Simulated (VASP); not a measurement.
Here is a VASP 6.6.1 calculation.

File INCAR:

```
SYSTEM = MgO
PREC     = Accurate       ! precision mode
ENCUT    = 520            ! plane-wave cutoff, eV
EDIFF    = 1E-6           ! SCF threshold, eV
ISMEAR   = -1             ! smearing method
SIGMA    = 0.05           ! smearing width, eV
LREAL    = .False.        ! projectors in reciprocal space
LASPH    = .True.         ! aspherical terms in the spheres
NELM     = 60             ! most SCF steps
ALGO     = Normal         ! electronic algorithm
ISIF     = 2              ! what is computed and relaxed
LWAVE    = .False.        ! write WAVECAR
LCHARG   = .False.        ! write CHGCAR
GGA      = PS             ! functional
NBANDS   = 11             ! bands
```

KPOINTS

```
Automatic mesh
0
Gamma
  11 11 11
  0 0 0
```

POSCAR

```
MgO
1.0
    0.0000000000      2.0862139374      2.0862139374
    2.0862139374      0.0000000000      2.0862139374
    2.0862139374      2.0862139374      0.0000000000
Mg O
1 1
Direct
    0.0000000000      0.0000000000      0.0000000000
    0.5000000000      0.5000000000      0.5000000000
```

Potentials or basis: VASP PAW PBE potentials, release 64 (Mg, O).

Run with:

```sh
$ cat potpaw_PBE.64/Mg/POTCAR potpaw_PBE.64/O/POTCAR > POTCAR
$ mpirun -np 1 vasp_std > vasp.out
```

Q: Estimate the pressure.

A: 4.5 GPa.

Q: Predict the band gap on the k mesh.

A: 4.91 eV.

Caveat: the cell stands under pressure; the PAW data sets were made with another functional, which shifts forces and pressure a little.
